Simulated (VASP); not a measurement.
# Cu (I4/mmm) in VASP: notebook

Cu is run at these levels: r2SCAN; tasks: single point.

Everything below comes from runs of VASP 6.6.1. Logs are shortened: lines on timing, memory, paths and dates and some standing lists are left out, and cuts for length are marked.

### 1 The cell of the first run

It takes space group I4/mmm (No. 139, tetragonal). Conventional cell: a = 2.886 Å, b = 2.886 Å, c = 2.752 Å, α = 90.00°, β = 90.00°, γ = 90.00°. Within 3.2 Å of Cu (site symmetry 4/mmm) lie 14 Cu at 2.46 to 2.89 Å.

### 2 Single point, r2SCAN

Input file POSCAR:

```
Cu
1.0
   -1.4427933200      1.4427933200      1.3760814500
    1.4427933200     -1.4427933200      1.3760814500
    1.4427933200      1.4427933200     -1.3760814500
Cu
1
Direct
    0.0000000000      0.0000000000      0.0000000000
```

Input file INCAR.step1:

```
SYSTEM = Cu
PREC = Accurate
ENCUT = 520
ISMEAR = 0
SIGMA = 0.15
LREAL = .FALSE.
LASPH = .TRUE.
NELM = 80
NBANDS = 12
GGA = PE
ALGO = Normal
EDIFF = 1E-4
LWAVE = .TRUE.
LCHARG = .FALSE.
```

Input file INCAR.step2:

```
SYSTEM = Cu
PREC = Accurate
ENCUT = 520
EDIFF = 1E-7
ISMEAR = 0
SIGMA = 0.15
LREAL = .FALSE.
LASPH = .TRUE.
NELM = 80
ALGO = Normal
ISIF = 2
LWAVE = .FALSE.
LCHARG = .FALSE.
METAGGA = R2SCAN
LMIXTAU = .TRUE.
NBANDS = 12
ISTART = 1
```

Input file KPOINTS:

```
Automatic mesh
0
G
  24 24 24
  0 0 0
```

Potentials or basis: VASP PAW PBE potentials, release 64 (Cu).

Started as:

```
cat potpaw_PBE.64/Cu/POTCAR > POTCAR
cp INCAR.step1 INCAR
mpirun -np 1 vasp_std > vasp.out
cp INCAR.step2 INCAR
mpirun -np 1 vasp_std > vasp.out
```

OUTCAR:

```text
SYSTEM = Cu
   PREC = Accurate
   ENCUT = 520
   EDIFF = 1E-7
   ISMEAR = 0
   LREAL = .FALSE.
   LASPH = .TRUE.
   NELM = 80
   ISIF = 2
   METAGGA = R2SCAN
   ISTART = 1

 ion  position               nearest neighbor table
   1  0.000  0.000  0.000-

  LATTYP: Found a body centered tetragonal cell.
 ALAT       =     2.8855866400
 C/A-ratio  =     0.9537620052

  Lattice vectors:

 A1 = (  -1.4427933200,   1.4427933200,   1.3760814500)
 A2 = (   1.4427933200,  -1.4427933200,   1.3760814500)
 A3 = (   1.4427933200,   1.4427933200,  -1.3760814500)

Analysis of symmetry for initial positions (statically):
=====================================================================
 Subroutine PRICEL returns:
 Original cell was already a primitive cell.

 Routine SETGRP: Setting up the symmetry group for a
 body centered tetragonal supercell.

 Subroutine GETGRP returns: Found 16 space group operations
 (whereof 16 operations were pure point group operations)
 out of a pool of 16 trial point group operations.

The static configuration has the point symmetry D_4h.

Analysis of symmetry for dynamics (positions and initial velocities):
=====================================================================
 Subroutine PRICEL returns:
 Original cell was already a primitive cell.

 Routine SETGRP: Setting up the symmetry group for a
 body centered tetragonal supercell.

 Subroutine GETGRP returns: Found 16 space group operations
 (whereof 16 operations were pure point group operations)
 out of a pool of 16 trial point group operations.

The dynamic configuration has the point symmetry D_4h.

 Subroutine INISYM returns: Found 16 space group operations
 (whereof 16 operations are pure point group operations),
 and found     1 'primitive' translations

----------------------------------------------------------------------------------------

                                     Primitive cell

  volume of cell :      11.4581

  direct lattice vectors                    reciprocal lattice vectors
    -1.442793320  1.442793320  1.376081450     0.000000000  0.346549983  0.363350585
     1.442793320 -1.442793320  1.376081450     0.346549983  0.000000000  0.363350585
     1.442793320  1.442793320 -1.376081450     0.346549983  0.346549983  0.000000000

  length of vectors
     2.461078074  2.461078074  2.461078074     0.502116060  0.502116060  0.490095685

  position of ions in fractional coordinates (direct lattice)
     0.000000000  0.000000000  0.000000000

  ion indices of the primitive-cell ions
   primitive index   ion index
                 1           1

----------------------------------------------------------------------------------------

 KPOINTS: Automatic mesh

Automatic generation of k-mesh.
 Grid dimensions read from file:
 generate k-points for:   24   24   24

 Generating k-lattice:

  Cartesian coordinates                     Fractional coordinates (reciprocal lattice)
     0.000000000  0.014439583  0.015139608     0.041666667 -0.000000000  0.000000000
     0.014439583  0.000000000  0.015139608    -0.000000000  0.041666667  0.000000000
     0.014439583  0.014439583  0.000000000     0.000000000  0.000000000  0.041666667

  Length of vectors
     0.020921503  0.020921503  0.020420654

  Shift w.r.t. Gamma in fractional coordinates (k-lattice)
     0.000000000  0.000000000  0.000000000

 Subroutine IBZKPT returns following result:
 ===========================================

 Found   1063 irreducible k-points:

 Following reciprocal coordinates:
            Coordinates               Weight
  0.000000  0.000000  0.000000      1.000000
  0.041667 -0.000000  0.000000      8.000000
  0.083333 -0.000000  0.000000      8.000000
  0.125000 -0.000000  0.000000      8.000000
  0.166667 -0.000000  0.000000      8.000000
  0.208333  0.000000  0.000000      8.000000
[... 16 lines left out ...]
  0.416667  0.041667  0.000000     16.000000
  0.458333  0.041667  0.000000     16.000000
 [... further k-points ...]
   k-points           NKPTS =   1063   k-points in BZ     NKDIM =   1063   number of bands    NBANDS=     12
   number of dos      NEDOS =    301   number of ions     NIONS =      1
   total plane-waves  NPLWV =   5832
   dimension x,y,z NGX =    18 NGY =   18 NGZ =   18
   dimension x,y,z NGXF=    36 NGYF=   36 NGZF=   36
   ions per type =               1
   NGX,Y,Z   is equivalent  to a cutoff of  12.16, 12.16, 12.16 a.u.
   NGXF,Y,Z  is equivalent  to a cutoff of  24.32, 24.32, 24.32 a.u.
 SYSTEM =  Cu
   PREC   = accura    normal or accurate (medium, high low for compatibility)
   ISTART =      1    job   : 0-new  1-cont  2-samecut
   ICHARG =      0    charge: 1-file 2-atom 10-const
   ISPIN  =      1    spin polarized calculation?
   LNONCOLLINEAR =      F non collinear calculations
   LSORBIT =      F    spin-orbit coupling
   LASPH  =      T    aspherical Exc in radial PAW
   ENCUT  =  520.0 eV  38.22 Ry    6.18 a.u.   4.58  4.58  4.58*2*pi/ulx,y,z
   NELM   =     80;   NELMIN=  2; NELMDL=  0     # of ELM steps
   EDIFF  = 0.1E-06   stopping-criterion for ELM
   LREAL  =      F    real-space projection
   EDIFFG = 0.1E-05   stopping-criterion for IOM
   NSW    =      0    number of steps for IOM
   IBRION =     -1    ionic relax: 0-MD 1-quasi-New 2-CG
   NFREE  =      0    steps in history (QN), initial steepest desc. (CG)
   ISIF   =      2    stress and relaxation
   ISYM   =      2    0-nonsym 1-usesym 2-fastsym
   POTIM  = 0.5000    time-step for ionic-motion
   TEBEG  =    0.0;   TEEND  =   0.0 temperature during run
   PSTRESS=    0.0 pullay stress
   NELECT =      11.0000    total number of electrons
   NUPDOWN=      -1.0000    fix difference up-down
   EMIN   =  10.00;   EMAX   =-10.00  energy-range for DOS
   EFERMI =   0.00;   METHOD = LEGACY
   ISMEAR =     0;   SIGMA  =   0.15  broadening in eV -4-tet -1-fermi 0-gaus
   EFERMI_NEDOS =   21; number of points for ismear=-14 and -15
   IALGO  =     38    algorithm
   IMIX   =      4    mixing-type and parameters
     AMIX     =   0.40;   BMIX     =  1.00
     AMIX_MAG =   1.60;   BMIX_MAG =  1.00
  volume/ion in A,a.u.               =      11.46        77.32
  Fermi-wavevector in a.u.,A,eV,Ry     =   1.614984  3.051878 35.486359  2.608174
  Thomas-Fermi vector in A             =   2.709805
   LORBIT       =      0    0 simple, 1 ext, 2 COOP (PROOUT), +10 PAW based schemes
   METAGGA = R2SCAN    functional components
   LHFCALC =     F    Hartree Fock is set to
   AEXX    =    0.0000 exact exchange contribution
   IVDW    =     0    specifies the selected vdW correction
   LEPSILON=     F    determine dielectric tensor
   LRPA    =     F    only Hartree local field effects (RPA)
 non-spin polarized calculation
 Gauss-broadening in eV      SIGMA  =   0.15
  energy-cutoff  :      520.00
  volume of cell :       11.46
 maximum number of plane-waves:       327
   NGX =  9   NGY =  9   NGZ =  9

 number of electron      10.9999998 magnetization

 Free energy of the ion-electron system (eV)
  ---------------------------------------------------
  ext. energy  EPLUGINS =         0.00000000
  ---------------------------------------------------
  free energy    TOTEN  =       -10.79171201 eV

  energy without entropy =      -10.78742852  energy(sigma->0) =      -10.78957027

 E-fermi :   7.7773     XC(G=0): -13.9538

 val. band max:        7.7769058074   @ k =   0.5000   0.1667   0.1250
 cond. band min:       7.7773799358   @ k =   0.5000   0.2500   0.0833
 fundamental gap:      0.0004741284
 Fermi energy:         7.7773261427

 k-point     1 :       0.0000    0.0000    0.0000
  band No.  band energies     occupation
      1      -2.1313      2.00000
      2       4.3376      2.00000
      3       4.5319      2.00000
      4       4.5321      2.00000
      5       5.4032      2.00000
      6       5.6062      2.00000
      7      33.6237      0.00000
      8      33.6237      0.00000
      9      34.9400      0.00000
     10      37.9188      0.00000
     11      38.0972      0.00000
     12      38.0973      0.00000

 k-point     2 :       0.0417   -0.0000    0.0000
  band No.  band energies     occupation
      1      -2.0588      2.00000
      2       4.3439      2.00000
      3       4.5302      2.00000
      4       4.5388      2.00000
      5       5.4033      2.00000
      6       5.5954      2.00000
      7      33.1893      0.00000
      8      33.4234      0.00000
      9      34.3564      0.00000
     10      36.8740      0.00000
     11      37.1057      0.00000
     12      37.4979      0.00000

 k-point     3 :       0.0833   -0.0000    0.0000
  band No.  band energies     occupation
      1      -1.8428      2.00000
      2       4.3390      2.00000
      3       4.5229      2.00000
      4       4.5830      2.00000
      5       5.4030      2.00000
      6       5.5679      2.00000
      7      31.7135      0.00000
      8      32.9321      0.00000
      9      33.2066      0.00000
     10      35.4207      0.00000
     11      36.2243      0.00000
     12      37.0783      0.00000
[... 286 lines left out ...]
 k-point    23 :       0.4167    0.0417    0.0000
  band No.  band energies     occupation
      1       2.3887      2.00000
      2       3.6526      2.00000
      3       5.4215      2.00000
      4       5.6676      2.00000
      5       6.0193      2.00000
      6       6.8406      2.00000
      7      13.8393      0.00000
      8      25.4752      0.00000
      9      26.2422      0.00000
     10      30.4836      0.00000
     11      33.6455      0.00000
     12      42.2265      0.00000

 k-point    24 :       0.4583    0.0417    0.0000
  band No.  band energies     occupation
      1       2.4385      2.00000
      2       3.6271      2.00000
      3       5.4638      2.00000
      4       5.6756      2.00000
      5       6.1558      2.00000
      6       7.3927      1.99971
      7      12.8685      0.00000
      8      25.2611      0.00000
      9      26.0564      0.00000
     10      30.4241      0.00000
     11      33.6388      0.00000
     12      42.8561      0.00000

 [... further k-points ...]

------------------------ aborting loop because EDIFF is reached ----------------------------------------

  FORCE on cell =-STRESS in cart. coord.  units (eV):
  Direction    XX          YY          ZZ          XY          YZ          ZX
  --------------------------------------------------------------------------------------
  -------------------------------------------------------------------------------------
  Total        0.0699418      0.0699418      0.0634863      0.0000000     -0.0000000      0.0000000
  in kB        9.7799163      9.7799163      8.8772415      0.0000000     -0.0000000      0.0000000
  external PRESSURE =       9.4790247 kB  Pullay stress =       0.0000000 kB

 VOLUME and BASIS-vectors are now :
 -----------------------------------------------------------------------------
  energy-cutoff  :      520.00
  volume of cell :       11.46
      direct lattice vectors                 reciprocal lattice vectors
    -1.442793320  1.442793320  1.376081450     0.000000000  0.346549983  0.363350585
     1.442793320 -1.442793320  1.376081450     0.346549983  0.000000000  0.363350585
     1.442793320  1.442793320 -1.376081450     0.346549983  0.346549983  0.000000000

 POSITION                                       TOTAL-FORCE (eV/Angst)
 -----------------------------------------------------------------------------------
      0.00000      0.00000      0.00000         0.000000      0.000000     -0.000000
 -----------------------------------------------------------------------------------
    total drift:                                0.000000      0.000000      0.000000

  FREE ENERGIE OF THE ION-ELECTRON SYSTEM (eV)
  ---------------------------------------------------
  free  energy   TOTEN  =       -10.7917120127 eV

  energy  without entropy=      -10.7874285180  energy(sigma->0) =      -10.78957027
```

It took 9.5 min on 1 thread of Intel Xeon 8259CL, shared host; peak memory 0.25 GiB.

What came out:

- Free energy: -10.7917 eV
- Pressure: 0.9 GPa
- Band gap on the k mesh: zero (an odd number of electrons rules out a gap without spin polarisation)

Stress tensor (GPa, compression positive):
```
0.98 0.00 0.00
0.00 0.98 0.00
0.00 0.00 0.89
```

Levels at points of the mesh, in eV from the Fermi level:
| k point | band 4 | band 5 | band 6 | band 7 | band 8 | band 9 |
| --- | --- | --- | --- | --- | --- | --- |
| (0.00, 0.00, 0.00) | -3.25 | -2.37 | -2.17 | 25.85 | 25.85 | 27.16 |
| (0.50, 0.00, 0.00) | -2.06 | -1.46 | -0.56 | 4.95 | 18.12 | 18.40 |
| (0.50, 0.50, 0.00) | -2.20 | -1.49 | -0.94 | 4.40 | 19.39 | 19.88 |
| (0.50, 0.50, 0.50) | -1.67 | -1.61 | 8.17 | 8.17 | 10.11 | 13.71 |

Caveat: the PAW data sets were made with another functional, which shifts forces and pressure a little.

(Part 1 of 2 ends here.)
